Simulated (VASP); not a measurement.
# Te2Pt (P-3m1) in VASP: notebook

Runs on Te2Pt. Level: PBE+D3(BJ). Tasks: relaxation of shape and atoms at fixed volume, single point, relaxation of cell and atoms.

Everything below comes from runs of VASP 6.6.1. Logs are shortened: lines on timing, memory, paths and dates and some standing lists are left out, and cuts for length are marked.

### 1 The cell of the first run

Symmetry: P-3m1, No. 164, trigonal system. Conventional cell: a = 3.989 Å, b = 3.989 Å, c = 4.942 Å, α = 90.00°, β = 90.00°, γ = 120.00°. Te (site symmetry 3m) has 3 Pt at 2.66 Å and 3 Te at 3.23 Å within 3.5 Å. Within 3.5 Å of Pt (site symmetry -3m) lie 6 Te at 2.66 Å.

### 2 Relaxation of shape and atoms at fixed volume, PBE+D3(BJ) (volume scaled by 0.94)

INCAR reads:

```
SYSTEM = Te2Pt
ALGO = Normal
EDIFF = 1E-7
EDIFFG = -0.01
ENCUT = 500
GGA = PE
GGA_COMPAT = .False.
IBRION = 2
ISIF = 4
ISMEAR = 0
IVDW = 12
LASPH = .True.
LCHARG = .False.
LREAL = .False.
LWAVE = .False.
NELM = 120
NELMIN = 4
NSW = 50
PREC = Accurate
SIGMA = 0.1
```

KPOINTS reads:

```
k-points
0
Gamma
  12 12 8
  0 0 0
```

POSCAR reads:

```
Te2Pt
1.0
    3.9886654981      0.0000000000      0.0000000000
   -1.9943327491      3.4542856485      0.0000000000
    0.0000000000      0.0000000000      4.9416239570
Te Pt
2 1
Direct
    0.3333333333      0.6666666667      0.2712814417
    0.6666666667      0.3333333333      0.7287185583
    0.0000000000      0.0000000000      0.0000000000
```

Potentials or basis: VASP PAW PBE potentials, release 64 (Te, Pt).

Run with:

```sh
$ cat potpaw_PBE.64/Te/POTCAR potpaw_PBE.64/Pt/POTCAR > POTCAR
$ mpirun -np 1 vasp_std > vasp.out
```

OUTCAR:

```text
SYSTEM = Te2Pt
   EDIFF = 1E-7
   EDIFFG = -0.01
   ENCUT = 500
   GGA = PE
   IBRION = 2
   ISIF = 4
   ISMEAR = 0
   IVDW = 12
   LASPH = .True.
   LREAL = .False.
   NELM = 120
   NELMIN = 4
   NSW = 50
   PREC = Accurate
 IVDW          = 12

 ion  position               nearest neighbor table
   1  0.333  0.667  0.271-   3 2.66   3 2.66   3 2.66   2 3.23   2 3.23   2 3.23   2 3.53   2 3.53
                             2 3.53
   2  0.667  0.333  0.729-   3 2.66   3 2.66   3 2.66   1 3.23   1 3.23   1 3.23   1 3.53   1 3.53
                             1 3.53
   3  0.000  0.000  0.000-   1 2.66   2 2.66   1 2.66   2 2.66   2 2.66   1 2.66

  LATTYP: Found a hexagonal cell.
 ALAT       =     3.9886654981
 C/A-ratio  =     1.2389166149

  Lattice vectors:

 A1 = (   3.9886654981,   0.0000000000,   0.0000000000)
 A2 = (  -1.9943327491,   3.4542856485,   0.0000000000)
 A3 = (   0.0000000000,   0.0000000000,   4.9416239570)

Analysis of symmetry for initial positions (statically):
=====================================================================
 Subroutine PRICEL returns:
 Original cell was already a primitive cell.

 Routine SETGRP: Setting up the symmetry group for a
 hexagonal supercell.

 Subroutine GETGRP returns: Found 12 space group operations
 (whereof 12 operations were pure point group operations)
 out of a pool of 24 trial point group operations.

The static configuration has the point symmetry D_3d.

Analysis of symmetry for dynamics (positions and initial velocities):
=====================================================================
 Subroutine PRICEL returns:
 Original cell was already a primitive cell.

 Routine SETGRP: Setting up the symmetry group for a
 hexagonal supercell.

 Subroutine GETGRP returns: Found 12 space group operations
 (whereof 12 operations were pure point group operations)
 out of a pool of 24 trial point group operations.

The dynamic configuration has the point symmetry D_3d.

 Subroutine INISYM returns: Found 12 space group operations
 (whereof 12 operations are pure point group operations),
 and found     1 'primitive' translations

----------------------------------------------------------------------------------------

                                     Primitive cell

  volume of cell :      68.0856

  direct lattice vectors                    reciprocal lattice vectors
     3.988665498  0.000000000  0.000000000     0.250710419  0.144747728  0.000000000
    -1.994332749  3.454285648  0.000000000     0.000000000  0.289495456  0.000000000
     0.000000000  0.000000000  4.941623957     0.000000000  0.000000000  0.202362626

  length of vectors
     3.988665498  3.988665498  4.941623957     0.289495456  0.289495456  0.202362626

  position of ions in fractional coordinates (direct lattice)
     0.333333333  0.666666667  0.271281442
     0.666666667  0.333333333  0.728718558
     0.000000000  0.000000000  0.000000000

  ion indices of the primitive-cell ions
   primitive index   ion index
                 1           1
                 2           2
                 3           3

----------------------------------------------------------------------------------------

 KPOINTS: k-points

Automatic generation of k-mesh.
 Grid dimensions read from file:
 generate k-points for:   12   12    8

 Generating k-lattice:

  Cartesian coordinates                     Fractional coordinates (reciprocal lattice)
     0.020892535  0.012062311  0.000000000     0.083333333 -0.000000000  0.000000000
     0.000000000  0.024124621  0.000000000     0.000000000  0.083333333  0.000000000
     0.000000000  0.000000000  0.025295328     0.000000000  0.000000000  0.125000000

  Length of vectors
     0.024124621  0.024124621  0.025295328

  Shift w.r.t. Gamma in fractional coordinates (k-lattice)
     0.000000000  0.000000000  0.000000000

 Subroutine IBZKPT returns following result:
 ===========================================

 Found    131 irreducible k-points:

 Following reciprocal coordinates:
            Coordinates               Weight
  0.000000  0.000000  0.000000      1.000000
  0.083333  0.000000  0.000000      6.000000
  0.166667  0.000000  0.000000      6.000000
  0.250000 -0.000000  0.000000      6.000000
  0.333333  0.000000  0.000000      6.000000
  0.416667  0.000000  0.000000      6.000000
[... 16 lines left out ...]
  0.166667  0.000000  0.125000      6.000000
  0.000000  0.166667  0.125000      6.000000
 [... further k-points ...]
   k-points           NKPTS =    131   k-points in BZ     NKDIM =    131   number of bands    NBANDS=     15
   number of dos      NEDOS =    301   number of ions     NIONS =      3
   total plane-waves  NPLWV =  32400
   dimension x,y,z NGX =    30 NGY =   30 NGZ =   36
   dimension x,y,z NGXF=    60 NGYF=   60 NGZF=   72
   ions per type =               2   1
   NGX,Y,Z   is equivalent  to a cutoff of  12.50, 12.50, 12.11 a.u.
[... 16 lines left out ...]
   NFREE  =      1    steps in history (QN), initial steepest desc. (CG)
   ISIF   =      4    stress and relaxation
   ISYM   =      2    0-nonsym 1-usesym 2-fastsym
   POTIM  = 0.5000    time-step for ionic-motion
   TEBEG  =    0.0;   TEEND  =   0.0 temperature during run
   PSTRESS=    0.0 pullay stress
   NELECT =      22.0000    total number of electrons
   NUPDOWN=      -1.0000    fix difference up-down
   EMIN   =  10.00;   EMAX   =-10.00  energy-range for DOS
   EFERMI =   0.00;   METHOD = LEGACY
   ISMEAR =     0;   SIGMA  =   0.10  broadening in eV -4-tet -1-fermi 0-gaus
   EFERMI_NEDOS =   21; number of points for ismear=-14 and -15
   IALGO  =     38    algorithm
   IMIX   =      4    mixing-type and parameters
     AMIX     =   0.40;   BMIX     =  1.00
     AMIX_MAG =   1.60;   BMIX_MAG =  1.00
  volume/ion in A,a.u.               =      22.70       153.15
  Fermi-wavevector in a.u.,A,eV,Ry     =   1.123390  2.122899 17.170620  1.262005
  Thomas-Fermi vector in A             =   2.260056
   LORBIT       =      0    0 simple, 1 ext, 2 COOP (PROOUT), +10 PAW based schemes
   GGA     = PE    functional components
   LHFCALC =     F    Hartree Fock is set to
   AEXX    =    0.0000 exact exchange contribution
   IVDW    =    12    specifies the selected vdW correction
   LEPSILON=     F    determine dielectric tensor
   LRPA    =     F    only Hartree local field effects (RPA)
 conjugate gradient relaxation of ions
 non-spin polarized calculation
 Gauss-broadening in eV      SIGMA  =   0.10
  energy-cutoff  :      500.00
  volume of cell :       68.09
 maximum number of plane-waves:      1776
 NGX is ok and might be reduce to    30
   NGX = 15   NGY = 15   NGZ = 19

--------------------------------------- Ionic step        1  -------------------------------------------

 number of electron      22.0000002 magnetization

 Free energy of the ion-electron system (eV)
  ---------------------------------------------------
  ext. energy  EPLUGINS =         0.00000000
  ---------------------------------------------------
  free energy    TOTEN  =       -13.34038103 eV

  energy without entropy =      -13.33434349  energy(sigma->0) =      -13.33736226

------------------------ aborting loop because EDIFF is reached ----------------------------------------

 Edisp (eV)   -1.80867

 E8    (eV) :    -0.8297

  FORCE on cell =-STRESS in cart. coord.  units (eV):
  Direction    XX          YY          ZZ          XY          YZ          ZX
  --------------------------------------------------------------------------------------
  -------------------------------------------------------------------------------------
  Total       2.75088     2.75088     2.33870    -0.00000     0.00000    -0.00000
  in kB      64.73324    64.73324    55.03379    -0.00000     0.00000    -0.00000
  external pressure =       61.50 kB  Pullay stress =        0.00 kB
[... 145 lines left out ...]
  energy  without entropy=      -15.1494022800  energy(sigma->0) =      -15.15260256

--------------------------------------- Ionic step        5  -------------------------------------------

 number of electron      21.9999998 magnetization

 Free energy of the ion-electron system (eV)
  ---------------------------------------------------
  ext. energy  EPLUGINS =         0.00000000
  ---------------------------------------------------
  free energy    TOTEN  =       -13.34632095 eV

  energy without entropy =      -13.33995107  energy(sigma->0) =      -13.34313601

 E-fermi :   9.7779     XC(G=0): -10.9438

 val. band max:        9.7680428836   @ k =   0.5000  -0.0000   0.5000
 cond. band min:       9.7893067166   @ k =   0.4167   0.0000   0.5000
 fundamental gap:      0.0212638330
 Fermi energy:         9.7779239821

 k-point     1 :       0.0000    0.0000    0.0000
  band No.  band energies     occupation
      1      -4.8155      2.00000
      2      -0.6048      2.00000
      3       2.6587      2.00000
      4       3.8556      2.00000
      5       3.8556      2.00000
      6       5.9129      2.00000
      7       5.9129      2.00000
      8       7.0127      2.00000
      9       9.2763      2.00000
     10       9.2763      2.00000
     11      10.3462      0.00000
     12      10.3462      0.00000
     13      11.3893      0.00000
     14      12.3634      0.00000
     15      14.2758      0.00000
[... 397 lines left out ...]
 k-point    24 :       0.0000    0.1667    0.1250
  band No.  band energies     occupation
      1      -4.4202      2.00000
      2      -1.1053      2.00000
      3       3.0503      2.00000
      4       3.9667      2.00000
      5       4.4708      2.00000
      6       5.3737      2.00000
      7       5.8194      2.00000
      8       6.5293      2.00000
      9       7.7486      2.00000
     10       8.7081      2.00000
     11      10.0668      0.00004
     12      10.5430      0.00000
     13      11.3989      0.00000
     14      13.6545      0.00000
     15      14.1489      0.00000

 [... further k-points ...]

------------------------ aborting loop because EDIFF is reached ----------------------------------------

 Edisp (eV)   -1.80952

 E8    (eV) :    -0.8302

  FORCE on cell =-STRESS in cart. coord.  units (eV):
  Direction    XX          YY          ZZ          XY          YZ          ZX
  --------------------------------------------------------------------------------------
  -------------------------------------------------------------------------------------
  Total       2.17351     2.17351     2.14484    -0.00000    -0.00000     0.00000
  in kB      51.14654    51.14654    50.47204    -0.00000    -0.00000     0.00000
  external pressure =       50.92 kB  Pullay stress =        0.00 kB
[... 18 lines left out ...]
  FREE ENERGIE OF THE ION-ELECTRON SYSTEM (eV)
  ---------------------------------------------------
  free  energy   TOTEN  =       -15.1558418031 eV

  energy  without entropy=      -15.1494719198  energy(sigma->0) =      -15.15265686

 reached required accuracy - stopping structural energy minimisation
```

It took 3.2 min on 1 thread of AMD EPYC 9R45 (Zen 5), shared host; peak memory 0.26 GiB.

What came out:

- Free energy: -15.1558 eV
- Energy gained by relaxing: 2.3 meV/atom
- Ionic steps: 5
- Pressure after relaxing: 5.1 GPa
- Largest force after relaxing: 0.004 eV/Å
- Band gap on the k mesh: zero (band 11 reaches 10.67 eV, above the bottom of band 12 at 9.62 eV)
- Dispersion energy per atom: -0.603 eV

Forces on the atoms (eV/Å):
```
Te   0.000  0.000 -0.004
Te   0.000  0.000  0.004
Pt   0.000  0.000  0.000
```

The path:
```
step  energy change (eV)  largest force (eV/Å)  pressure (GPa)  volume (Å³)
   1              0.0000                0.2726            6.15        68.09
   2             -0.0060                0.0854            5.44        68.09
   3             -0.0068                0.0150            5.07        68.09
   4             -0.0068                0.0094            5.09        68.09
   5             -0.0068                0.0042            5.09        68.09
```

Final structure:
```yaml
crystal:
  lattice:
    - [4.00356, 0.00000, 0.00000]
    - [-2.00178, 3.46719, 0.00000]
    - [0.00000, 0.00000, 4.90492]
  atoms:
    - { symbol: Te, position: [0.33333, 0.66667, 0.27524] }
    - { symbol: Te, position: [0.66667, 0.33333, 0.72476] }
    - { symbol: Pt, position: [0.00000, 0.00000, 0.00000] }
```

Caveat: the cell differs from its parent crystal (volume scaled by 0.94); spin-orbit coupling is left out, which moves the levels of the heavy elements; pairwise dispersion overbinds metals, which lowers pressure and volume.

### 3 Single point, PBE+D3(BJ) (volume scaled by 0.91, then relaxed in part)

INCAR reads:

```
ALGO = Normal
EDIFF = 1E-6
ENCUT = 500
GGA = PE
GGA_COMPAT = False
ISIF = 2
ISMEAR = 0
IVDW = 12
LASPH = True
LCHARG = False
LREAL = False
LWAVE = False
NBANDS = 18
NELM = 120
PREC = Accurate
SIGMA = 0.1
```

KPOINTS reads:

```
k-points
0
Gamma
  12 12 8
```

POSCAR reads:

```
Te2Pt
1.0
    3.9795745050      0.0000000000      0.0000000000
   -1.9897872525      3.4464126176      0.0000000000
    0.0000000000      0.0000000000      4.8057943863
Te Pt
2 1
Direct
    0.3333333333      0.6666666667      0.2789182430
    0.6666666667      0.3333333333      0.7210817570
    0.0000000000      0.0000000000      0.0000000000
```

Potentials or basis: VASP PAW PBE potentials, release 64 (Te, Pt).

Run with:

```sh
$ cat potpaw_PBE.64/Te/POTCAR potpaw_PBE.64/Pt/POTCAR > POTCAR
$ mpirun -np 1 vasp_std > vasp.out
```

Wall time 70 s (1 thread of AMD EPYC 9R45 (Zen 5), shared host); peak memory 0.26 GiB.

The run converged. Its results:

| Item | Value |
| --- | --- |
| Free energy | -15.0629 eV |
| Pressure | 8.7 GPa |
| Largest force | 0.009 eV/Å |
| Band gap on the k mesh | zero (band 11 reaches 11.11 eV, above the bottom of band 12 at 10.12 eV) |
| Dispersion energy per atom | -0.623 eV |

Forces on the atoms (eV/Å):
```
Te   0.000  0.000 -0.009
Te   0.000  0.000  0.009
Pt   0.000  0.000  0.000
```

Levels at points of the mesh, in eV from the Fermi level:
```tsv
k point	band 7	band 8	band 9	band 10	band 11	band 12	band 13	band 14	band 15	band 16
(0.00, 0.00, 0.00)	-3.96	-2.81	-0.52	-0.52	0.47	0.47	1.52	2.67	4.66	5.97
(0.50, 0.00, 0.00)	-4.13	-3.63	-3.57	-3.11	-3.03	0.08	3.20	4.21	5.65	5.69
(0.00, 0.00, 0.50)	-4.04	-2.25	-1.75	-1.75	-1.21	2.53	2.53	4.33	4.82	4.82
(0.50, 0.00, 0.50)	-3.66	-3.57	-3.38	-2.25	-0.69	-0.11	1.63	4.69	5.36	7.16
```

Caveat: the cell differs from its parent crystal (volume scaled by 0.91, then relaxed in part); spin-orbit coupling is left out, which moves the levels of the heavy elements; pairwise dispersion overbinds metals, which lowers pressure and volume.

### 4 Single point, PBE+D3(BJ)

This run uses another cell than the first one, of 24.14 Å³/atom, 1.064 times its volume.

INCAR reads:

```
SYSTEM = Te2Pt
ALGO = Normal
EDIFF = 1E-6
ENCUT = 500
GGA = PE
GGA_COMPAT = .FALSE.
ISIF = 2
ISMEAR = 0
IVDW = 12
LASPH = .TRUE.
LCHARG = .TRUE.
LELF = .TRUE.
LREAL = .FALSE.
LVHAR = .TRUE.
LWAVE = .FALSE.
NBANDS = 18
NELM = 120
PREC = Accurate
SIGMA = 0.1
```

KPOINTS reads:

```
k-points
0
G
  12 12 8
  0 0 0
```

POSCAR reads:

```
Te2Pt
1.0
    4.0520213436      0.0000000000      0.0000000000
   -2.0260106718      3.5091534202      0.0000000000
    0.0000000000      0.0000000000      5.0939376480
Te Pt
2 1
Direct
    0.3333333333      0.6666666667      0.2671490265
    0.6666666667      0.3333333333      0.7328509735
    0.0000000000      0.0000000000      0.0000000000
```

Run with:

```sh
$ cat potpaw_PBE.64/Te/POTCAR potpaw_PBE.64/Pt/POTCAR > POTCAR
$ mpirun -np 1 vasp_std > vasp.out
```

Run time: 1.9 min. Hardware: 1 thread of Intel Xeon Platinum 8488C (Sapphire Rapids), shared host; peak memory 0.31 GiB.

The run converged. Its results:

- Free energy: -15.2178 eV
- Pressure: -0.2 GPa
- Largest force: 0.010 eV/Å
- Band gap on the k mesh: zero (band 11 reaches 9.87 eV, above the bottom of band 12 at 8.63 eV)
- Dispersion energy per atom: -0.566 eV

Forces on the atoms (eV/Å):
```
Te   0.000  0.000 -0.010
Te   0.000  0.000  0.010
Pt   0.000  0.000  0.000
```

Levels at points of the mesh, in eV from the Fermi level:
| k point | band 8 | band 9 | band 10 | band 11 | band 12 | band 13 | band 14 | band 15 |
| --- | --- | --- | --- | --- | --- | --- | --- | --- |
| (0.00, 0.00, 0.00) | -2.64 | -0.47 | -0.47 | 0.78 | 0.78 | 1.61 | 2.61 | 4.20 |
| (0.50, 0.00, 0.00) | -3.38 | -3.33 | -3.23 | -2.86 | 0.09 | 2.67 | 3.98 | 5.46 |
| (0.00, 0.00, 0.50) | -2.25 | -1.36 | -1.34 | -1.34 | 2.25 | 2.25 | 4.24 | 4.96 |
| (0.50, 0.00, 0.50) | -3.34 | -3.17 | -2.24 | -0.66 | 0.23 | 1.37 | 4.45 | 4.52 |

Caveat: spin-orbit coupling is left out, which moves the levels of the heavy elements; pairwise dispersion overbinds metals, which lowers pressure and volume.

### 5 Relaxation of cell and atoms, PBE+D3(BJ)

This run uses another cell than the first one, of 24.34 Å³/atom, 1.072 times its volume.

INCAR reads:

```
ALGO = Normal ; EDIFF = 1E-7
EDIFFG = -0.005 ; ENCUT = 500
GGA = PE ; GGA_COMPAT = F
IBRION = 2 ; ISIF = 3
ISMEAR = 0 ; IVDW = 12
LASPH = T ; LCHARG = F
LREAL = F ; LWAVE = F
NELM = 120 ; NELMIN = 4
NSW = 100 ; PREC = Accurate
SIGMA = 0.1
```

KPOINTS reads:

```
k-points
0
Gamma
  12 12 8
```

POSCAR reads:

```
Te2Pt
1.0
    4.0530227958      0.0000000000      0.0000000000
   -2.0265113979      3.5100207032      0.0000000000
    0.0000000000      0.0000000000      5.1326658972
Te Pt
2 1
Direct
    0.3333333333      0.6666666667      0.2644490440
    0.6666666667      0.3333333333      0.7355509560
    0.0000000000      0.0000000000      0.0000000000
```

Run with:

```sh
$ cat potpaw_PBE.64/Te/POTCAR potpaw_PBE.64/Pt/POTCAR > POTCAR
$ mpirun -np 1 vasp_std > vasp.out
```

Wall time 8.5 min (1 thread of Intel Xeon Platinum 8488C (Sapphire Rapids), shared host); peak memory 0.31 GiB.

The run converged. Its results:

- Free energy: -15.2181 eV
- Relaxed volume: 24.08 Å³/atom
- Relaxed cell: a = 4.050 Å, b = 4.050 Å, c = 5.088 Å, α = 90.00°, β = 90.00°, γ = 120.00°
- Space group after relaxing (to 0.05 Å): P-3m1 (No. 164)
- Energy gained by relaxing: 0.7 meV/atom
- Ionic steps: 9
- Pressure after relaxing: 0.0 GPa
- Band gap on the k mesh: zero (band 11 reaches 9.90 eV, above the bottom of band 12 at 8.67 eV)
- Dispersion energy per atom: -0.567 eV

The path:
| step | energy change (eV) | largest force (eV/Å) | pressure (GPa) | volume (Å³) |
| --- | --- | --- | --- | --- |
| 1 | 0.0000 | 0.0661 | -0.38 | 73.02 |
| 2 | -0.0007 | 0.1089 | 0.37 | 72.40 |
| 3 | -0.0008 | 0.1000 | 0.21 | 72.53 |
| 4 | -0.0016 | 0.0631 | 0.13 | 72.41 |
| 5 | -0.0022 | 0.0100 | 0.04 | 72.19 |
| 6 | -0.0022 | 0.0032 | 0.05 | 72.21 |
| 7 | -0.0022 | 0.0065 | -0.05 | 72.29 |
| 8 | -0.0022 | 0.0056 | -0.02 | 72.27 |
| 9 | -0.0022 | 0.0002 | 0.00 | 72.25 |

Final structure:
```
Te Pt
1.0
     4.04960    0.00000    0.00000
    -2.02480    3.50705    0.00000
     0.00000    0.00000    5.08755
Te Pt
2 1
Direct
  0.33333 0.66667 0.26735
  0.66667 0.33333 0.73265
  0.00000 0.00000 0.00000
```

Levels at points of the mesh, in eV from the Fermi level:
```tsv
k point	band 9	band 10	band 11	band 12	band 13	band 14
(0.00, 0.00, 0.00)	-0.48	-0.48	0.78	0.78	1.62	2.61
(0.50, 0.00, 0.00)	-3.34	-3.23	-2.86	0.09	2.68	3.99
(0.00, 0.00, 0.50)	-1.36	-1.34	-1.34	2.26	2.26	4.24
(0.50, 0.00, 0.50)	-3.18	-2.24	-0.66	0.22	1.38	4.45
```

Caveat: spin-orbit coupling is left out, which moves the levels of the heavy elements; pairwise dispersion overbinds metals, which lowers pressure and volume.

### 6 Summary

```csv
task,cell,gap on the mesh (eV),pressure (GPa),largest force (eV/Å)
relaxation of shape and atoms at fixed volume,"relaxed from a = 3.989, b = 3.989, c = 4.942 Å, angles 90.0, 90.0, 120.0°, 3 atoms",none,5.1,-
single point,"a = 3.980, b = 3.980, c = 4.806 Å, angles 90.0, 90.0, 120.0°, 3 atoms",none,8.7,0.01
single point,"a = 4.052, b = 4.052, c = 5.094 Å, angles 90.0, 90.0, 120.0°, 3 atoms",none,-0.2,0.01
relaxation of cell and atoms,"relaxed from a = 4.053, b = 4.053, c = 5.133 Å, angles 90.0, 90.0, 120.0°, 3 atoms",none,0.0,-
```

Alike in all rows: level PBE+D3(BJ); potentials or basis VASP PAW PBE potentials, release 64 (Te, Pt); no spin polarisation; k mesh 12 × 12 × 8; cutoff (eV) 500; smearing gaussian 0.1 eV.

Caveats: spin-orbit coupling is left out, which moves the levels of the heavy elements; pairwise dispersion overbinds metals, which lowers pressure and volume.

Absolute energies hang on the potentials; compare differences alone.
